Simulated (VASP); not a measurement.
# TiSi4Mo (Cmmm) in VASP: relaxation of cell and atoms with PBE

Aim: the relaxation of cell and atoms of TiSi4Mo with PBE.

Everything below comes from runs of VASP 6.6.1. Logs are shortened: lines on timing, memory, paths and dates and some standing lists are left out, and cuts for length are marked.

## Step 1: The cell of the first run

It takes space group Cmmm (No. 65, orthorhombic). Conventional cell: a = 4.574 Å, b = 8.022 Å, c = 4.543 Å, α = 90.00°, β = 90.00°, γ = 90.00°. Within 3.5 Å of Ti (site symmetry mmm) lie 10 Si at 2.63 to 2.66 Å and 4 Mo at 3.22 Å. Si (site symmetry m2m) has 9 Si at 2.62 to 3.22 Å and 2 Mo at 2.65 Å and 3 Ti at 2.65 to 2.66 Å within 3.5 Å. Si (site symmetry m2m) has 9 Si at 2.63 to 3.22 Å and 2 Ti at 2.63 Å and 3 Mo at 2.64 to 2.68 Å within 3.5 Å. Within 3.5 Å of Mo (site symmetry mmm) lie 10 Si at 2.64 to 2.68 Å and 4 Ti at 3.22 Å.

## Step 2: Relaxation of cell and atoms, PBE

Input file INCAR:

```
SYSTEM = TiSi4Mo
PREC = Accurate
ENCUT = 600
EDIFF = 1E-6
ISMEAR = 0
SIGMA = 0.1
LREAL = .FALSE.
LASPH = .TRUE.
NELM = 80
ALGO = Normal
ISIF = 3
LWAVE = .FALSE.
LCHARG = .FALSE.
GGA = PE
IBRION = 2
NSW = 100
EDIFFG = -0.01
```

Input file KPOINTS:

```
regular mesh
0
G
  10 10 8
  0 0 0
```

Input file POSCAR:

```
TiSi4Mo
1.0
    2.2868841000     -4.0108781000      0.0000000000
    2.2868841000      4.0108781000      0.0000000000
    0.0000000000      0.0000000000      4.5431851000
Ti Si Mo
1 4 1
Direct
    0.0000000000      0.0000000000      0.0000000000
    0.3302320000      0.6697680000      0.0000000000
    0.8346700000      0.1653300000      0.5000000000
    0.6697680000      0.3302320000      0.0000000000
    0.1653300000      0.8346700000      0.5000000000
    0.5000000000      0.5000000000      0.5000000000
```

Potentials or basis: VASP PAW PBE potentials, release 64 (Ti_sv, Si, Mo_sv).

Command:

```sh
$ cat potpaw_PBE.64/Ti_sv/POTCAR potpaw_PBE.64/Si/POTCAR potpaw_PBE.64/Mo_sv/POTCAR > POTCAR
$ mpirun -np 1 vasp_std > vasp.out
```

OUTCAR:

```text
SYSTEM = TiSi4Mo
   PREC = Accurate
   ENCUT = 600
   EDIFF = 1E-6
   ISMEAR = 0
   LREAL = .FALSE.
   LASPH = .TRUE.
   NELM = 80
   ISIF = 3
   GGA = PE
   IBRION = 2
   NSW = 100
   EDIFFG = -0.01

 ion  position               nearest neighbor table
   1  0.000  0.000  0.000-   3 2.63   5 2.63   3 2.63   5 2.63   4 2.65   2 2.65   4 2.66   2 2.66
                             4 2.66   2 2.66
   2  0.330  0.670  0.000-   4 2.62   4 2.62   5 2.63   5 2.63   6 2.65   6 2.65   1 2.65   1 2.66
                             1 2.66   4 2.72
   3  0.835  0.165  0.500-   4 2.63   4 2.63   1 2.63   1 2.63   6 2.64   6 2.64   5 2.65   5 2.66
                             5 2.66   6 2.68
   4  0.670  0.330  0.000-   2 2.62   2 2.62   3 2.63   3 2.63   6 2.65   6 2.65   1 2.65   1 2.66
                             1 2.66   2 2.72
   5  0.165  0.835  0.500-   2 2.63   2 2.63   1 2.63   1 2.63   6 2.64   6 2.64   3 2.65   3 2.66
                             3 2.66   6 2.68
   6  0.500  0.500  0.500-   5 2.64   3 2.64   5 2.64   3 2.64   2 2.65   4 2.65   2 2.65   4 2.65
                             3 2.68   5 2.68

  LATTYP: Found a base centered orthorhombic cell.
 ALAT       =     4.5737682000
 B/A-ratio  =     1.7538615534
 C/A-ratio  =     0.9933133691

  Lattice vectors:

 A1 = (   2.2868841000,  -4.0108781000,   0.0000000000)
 A2 = (   2.2868841000,   4.0108781000,   0.0000000000)
 A3 = (   0.0000000000,   0.0000000000,   4.5431851000)

Analysis of symmetry for initial positions (statically):
=====================================================================
 Subroutine PRICEL returns:
 Original cell was already a primitive cell.

 Routine SETGRP: Setting up the symmetry group for a
 base centered orthorhombic supercell.

 Subroutine GETGRP returns: Found  8 space group operations
 (whereof  8 operations were pure point group operations)
 out of a pool of  8 trial point group operations.

The static configuration has the point symmetry D_2h.

Analysis of symmetry for dynamics (positions and initial velocities):
=====================================================================
 Subroutine PRICEL returns:
 Original cell was already a primitive cell.

 Routine SETGRP: Setting up the symmetry group for a
 base centered orthorhombic supercell.

 Subroutine GETGRP returns: Found  8 space group operations
 (whereof  8 operations were pure point group operations)
 out of a pool of  8 trial point group operations.

The dynamic configuration has the point symmetry D_2h.

 Subroutine INISYM returns: Found  8 space group operations
 (whereof  8 operations are pure point group operations),
 and found     1 'primitive' translations

----------------------------------------------------------------------------------------

                                     Primitive cell

  volume of cell :      83.3439

  direct lattice vectors                    reciprocal lattice vectors
     2.286884100 -4.010878100  0.000000000     0.218638102 -0.124660981  0.000000000
     2.286884100  4.010878100  0.000000000     0.218638102  0.124660981  0.000000000
     0.000000000  0.000000000  4.543185100     0.000000000  0.000000000  0.220109896

  length of vectors
     4.617031733  4.617031733  4.543185100     0.251680313  0.251680313  0.220109896

  position of ions in fractional coordinates (direct lattice)
     0.000000000  0.000000000  0.000000000
     0.330232000  0.669768000  0.000000000
     0.834670000  0.165330000  0.500000000
     0.669768000  0.330232000  0.000000000
     0.165330000  0.834670000  0.500000000
     0.500000000  0.500000000  0.500000000

  ion indices of the primitive-cell ions
   primitive index   ion index
                 1           1
                 2           2
                 3           3
                 4           4
                 5           5
                 6           6

----------------------------------------------------------------------------------------

 KPOINTS: regular mesh

Automatic generation of k-mesh.
 Grid dimensions read from file:
 generate k-points for:   10   10    8

 Generating k-lattice:

  Cartesian coordinates                     Fractional coordinates (reciprocal lattice)
     0.021863810 -0.012466098  0.000000000     0.100000000  0.000000000  0.000000000
     0.021863810  0.012466098  0.000000000     0.000000000  0.100000000  0.000000000
     0.000000000  0.000000000  0.027513737     0.000000000  0.000000000  0.125000000

  Length of vectors
     0.025168031  0.025168031  0.027513737

  Shift w.r.t. Gamma in fractional coordinates (k-lattice)
     0.000000000  0.000000000  0.000000000

 Subroutine IBZKPT returns following result:
 ===========================================

 Found    155 irreducible k-points:

 Following reciprocal coordinates:
            Coordinates               Weight
  0.000000  0.000000  0.000000      1.000000
  0.100000  0.000000  0.000000      4.000000
  0.200000  0.000000  0.000000      4.000000
  0.300000  0.000000  0.000000      4.000000
  0.400000  0.000000  0.000000      4.000000
  0.500000  0.000000  0.000000      2.000000
[... 16 lines left out ...]
  0.300000  0.300000  0.000000      2.000000
  0.400000  0.300000  0.000000      4.000000
 [... further k-points ...]
   k-points           NKPTS =    155   k-points in BZ     NKDIM =    155   number of bands    NBANDS=     25
   number of dos      NEDOS =    301   number of ions     NIONS =      6
   total plane-waves  NPLWV =  57600
   dimension x,y,z NGX =    40 NGY =   40 NGZ =   36
   dimension x,y,z NGXF=    80 NGYF=   80 NGZF=   72
   ions per type =               1   4   1
   NGX,Y,Z   is equivalent  to a cutoff of  14.40, 14.40, 13.17 a.u.
   NGXF,Y,Z  is equivalent  to a cutoff of  28.81, 28.81, 26.35 a.u.
 SYSTEM =  TiSi4Mo
   PREC   = accura    normal or accurate (medium, high low for compatibility)
   ISTART =      0    job   : 0-new  1-cont  2-samecut
   ICHARG =      2    charge: 1-file 2-atom 10-const
   ISPIN  =      1    spin polarized calculation?
   LNONCOLLINEAR =      F non collinear calculations
   LSORBIT =      F    spin-orbit coupling
   LASPH  =      T    aspherical Exc in radial PAW
   ENCUT  =  600.0 eV  44.10 Ry    6.64 a.u.   9.22  9.22  9.07*2*pi/ulx,y,z
   NELM   =     80;   NELMIN=  2; NELMDL= -5     # of ELM steps
   EDIFF  = 0.1E-05   stopping-criterion for ELM
   LREAL  =      F    real-space projection
   EDIFFG = -.1E-01   stopping-criterion for IOM
   NSW    =    100    number of steps for IOM
   IBRION =      2    ionic relax: 0-MD 1-quasi-New 2-CG
   NFREE  =      1    steps in history (QN), initial steepest desc. (CG)
   ISIF   =      3    stress and relaxation
   ISYM   =      2    0-nonsym 1-usesym 2-fastsym
   POTIM  = 0.5000    time-step for ionic-motion
   TEBEG  =    0.0;   TEEND  =   0.0 temperature during run
   PSTRESS=    0.0 pullay stress
   NELECT =      42.0000    total number of electrons
   NUPDOWN=      -1.0000    fix difference up-down
   EMIN   =  10.00;   EMAX   =-10.00  energy-range for DOS
   EFERMI =   0.00;   METHOD = LEGACY
   ISMEAR =     0;   SIGMA  =   0.10  broadening in eV -4-tet -1-fermi 0-gaus
   EFERMI_NEDOS =   21; number of points for ismear=-14 and -15
   IALGO  =     38    algorithm
   IMIX   =      4    mixing-type and parameters
     AMIX     =   0.40;   BMIX     =  1.00
     AMIX_MAG =   1.60;   BMIX_MAG =  1.00
  volume/ion in A,a.u.               =      13.89        93.74
  Fermi-wavevector in a.u.,A,eV,Ry     =   1.302766  2.461872 23.091815  1.697201
  Thomas-Fermi vector in A             =   2.433813
   LORBIT       =      0    0 simple, 1 ext, 2 COOP (PROOUT), +10 PAW based schemes
   GGA     = PE    functional components
   LHFCALC =     F    Hartree Fock is set to
   AEXX    =    0.0000 exact exchange contribution
   IVDW    =     0    specifies the selected vdW correction
   LEPSILON=     F    determine dielectric tensor
   LRPA    =     F    only Hartree local field effects (RPA)
 conjugate gradient relaxation of ions
 non-spin polarized calculation
 Gauss-broadening in eV      SIGMA  =   0.10
  energy-cutoff  :      600.00
  volume of cell :       83.34
 maximum number of plane-waves:      2802
 NGX is ok and might be reduce to    40
   NGX = 19   NGY = 19   NGZ = 19

 number of electron      41.9999999 magnetization

 Free energy of the ion-electron system (eV)
  ---------------------------------------------------
  ext. energy  EPLUGINS =         0.00000000
  ---------------------------------------------------
  free energy    TOTEN  =       -43.10579045 eV

  energy without entropy =      -43.09448158  energy(sigma->0) =      -43.10013602

 E-fermi :  10.6767     XC(G=0): -12.0233

 val. band max:       10.6645180202   @ k =  -0.4000   0.4000   0.3750
 cond. band min:      10.6838297391   @ k =   0.4000   0.3000   0.0000
 fundamental gap:      0.0193117189
 Fermi energy:        10.6767352632

 k-point     1 :       0.0000    0.0000    0.0000
  band No.  band energies     occupation
      1     -49.7840      2.00000
      2     -45.3767      2.00000
      3     -23.9451      2.00000
      4     -23.9189      2.00000
      5     -23.9154      2.00000
      6     -21.7085      2.00000
[... 17 lines left out ...]
     24      13.8998      0.00000
     25      13.9962      0.00000

 k-point     2 :       0.1000    0.0000    0.0000
  band No.  band energies     occupation
      1     -49.7840      2.00000
      2     -45.3766      2.00000
      3     -23.9454      2.00000
      4     -23.9186      2.00000
      5     -23.9159      2.00000
      6     -21.7088      2.00000
[... 17 lines left out ...]
     24      13.6505      0.00000
     25      13.7540      0.00000

 k-point     3 :       0.2000    0.0000    0.0000
  band No.  band energies     occupation
      1     -49.7839      2.00000
      2     -45.3766      2.00000
      3     -23.9463      2.00000
      4     -23.9178      2.00000
      5     -23.9171      2.00000
      6     -21.7097      2.00000
[... 17 lines left out ...]
     24      13.2804      0.00000
     25      13.3594      0.00000

 k-point     4 :       0.3000    0.0000    0.0000
  band No.  band energies     occupation
      1     -49.7839      2.00000
      2     -45.3766      2.00000
      3     -23.9475      2.00000
      4     -23.9186      2.00000
      5     -23.9169      2.00000
      6     -21.7110      2.00000
[... 17 lines left out ...]
     24      12.9180      0.00000
     25      13.3703      0.00000

 k-point     5 :       0.4000    0.0000    0.0000
  band No.  band energies     occupation
      1     -49.7838      2.00000
      2     -45.3765      2.00000
      3     -23.9485      2.00000
      4     -23.9197      2.00000
      5     -23.9161      2.00000
      6     -21.7123      2.00000
[... 17 lines left out ...]
     24      12.6601      0.00000
     25      13.4840      0.00000

 k-point     6 :       0.5000    0.0000    0.0000
  band No.  band energies     occupation
      1     -49.7838      2.00000
      2     -45.3765      2.00000
      3     -23.9489      2.00000
      4     -23.9201      2.00000
      5     -23.9159      2.00000
      6     -21.7129      2.00000
[... 17 lines left out ...]
     24      12.9303      0.00000
     25      13.3539      0.00000
[... 393 lines left out ...]
 k-point    21 :      -0.3000    0.2000    0.0000
  band No.  band energies     occupation
      1     -49.7839      2.00000
      2     -45.3766      2.00000
      3     -23.9495      2.00000
      4     -23.9182      2.00000
      5     -23.9167      2.00000
      6     -21.7122      2.00000
[... 17 lines left out ...]
     24      13.0047      0.00000
     25      13.0238      0.00000

 k-point    22 :      -0.2000    0.2000    0.0000
  band No.  band energies     occupation
      1     -49.7839      2.00000
      2     -45.3766      2.00000
      3     -23.9482      2.00000
      4     -23.9186      2.00000
      5     -23.9161      2.00000
      6     -21.7111      2.00000
[... 17 lines left out ...]
     24      13.1118      0.00000
     25      13.4657      0.00000

 k-point    23 :       0.3000    0.3000    0.0000
  band No.  band energies     occupation
      1     -49.7838      2.00000
      2     -45.3765      2.00000
      3     -23.9501      2.00000
      4     -23.9203      2.00000
      5     -23.9160      2.00000
      6     -21.7131      2.00000
[... 17 lines left out ...]
     24      12.8318      0.00000
     25      14.1566      0.00000

 k-point    24 :       0.4000    0.3000    0.0000
  band No.  band energies     occupation
      1     -49.7838      2.00000
      2     -45.3765      2.00000
      3     -23.9515      2.00000
      4     -23.9195      2.00000
      5     -23.9165      2.00000
      6     -21.7141      2.00000
[... 17 lines left out ...]
     24      12.7424      0.00000
     25      13.6709      0.00000

 [... further k-points ...]

------------------------ aborting loop because EDIFF is reached ----------------------------------------

  FORCE on cell =-STRESS in cart. coord.  units (eV):
  Direction    XX          YY          ZZ          XY          YZ          ZX
  --------------------------------------------------------------------------------------
  -------------------------------------------------------------------------------------
  Total        0.0040351      0.0208201      0.0254180     -0.0000000      0.0000000      0.0000000
  in kB        0.0775700      0.4002382      0.4886281     -0.0000000      0.0000000      0.0000000
  external PRESSURE =       0.3221454 kB  Pullay stress =       0.0000000 kB

 VOLUME and BASIS-vectors are now :
 -----------------------------------------------------------------------------
  energy-cutoff  :      600.00
  volume of cell :       83.34
      direct lattice vectors                 reciprocal lattice vectors
     2.286884100 -4.010878100  0.000000000     0.218638102 -0.124660981  0.000000000
     2.286884100  4.010878100  0.000000000     0.218638102  0.124660981  0.000000000
     0.000000000  0.000000000  4.543185100     0.000000000  0.000000000  0.220109896

 POSITION                                       TOTAL-FORCE (eV/Angst)
 -----------------------------------------------------------------------------------
      0.00000      0.00000      0.00000        -0.000000      0.000000      0.000000
      2.28688      1.36184      0.00000        -0.000000     -0.002395      0.000000
      2.28688     -2.68464      2.27159        -0.000000     -0.001054      0.000000
      2.28688     -1.36184      0.00000        -0.000000      0.002395      0.000000
      2.28688      2.68464      2.27159        -0.000000      0.001054     -0.000000
      2.28688      0.00000      2.27159         0.000000      0.000000      0.000000
 -----------------------------------------------------------------------------------
    total drift:                                0.000000     -0.000000     -0.000000

  FREE ENERGIE OF THE ION-ELECTRON SYSTEM (eV)
  ---------------------------------------------------
  free  energy   TOTEN  =       -43.1057904527 eV

  energy  without entropy=      -43.0944815846  energy(sigma->0) =      -43.10013602

 reached required accuracy - stopping structural energy minimisation
```

Run time: 10 min. Hardware: 1 thread of AMD EPYC 7R43 (Zen 3), shared host; peak memory 0.5 GiB.

Results:

* Free energy: -43.1058 eV
* Pressure after relaxing: 0.0 GPa
* Band gap on the k mesh: zero (bands 21 and 22 overlap by 1.45 eV)

Forces on the atoms (eV/Å):
```
Ti   0.000  0.000  0.000
Si   0.000 -0.002  0.000
Si   0.000 -0.001  0.000
Si   0.000  0.002  0.000
Si   0.000  0.001  0.000
Mo   0.000  0.000  0.000
```

Final structure:
```
Ti Si Mo
1.0
     2.28688   -4.01088    0.00000
     2.28688    4.01088    0.00000
     0.00000    0.00000    4.54319
Ti Si Mo
1 4 1
Direct
  0.00000 0.00000 0.00000
  0.33023 0.66977 0.00000
  0.83467 0.16533 0.50000
  0.66977 0.33023 0.00000
  0.16533 0.83467 0.50000
  0.50000 0.50000 0.50000
```

Caveat: the relaxation stopped at its first step, so nothing moved.
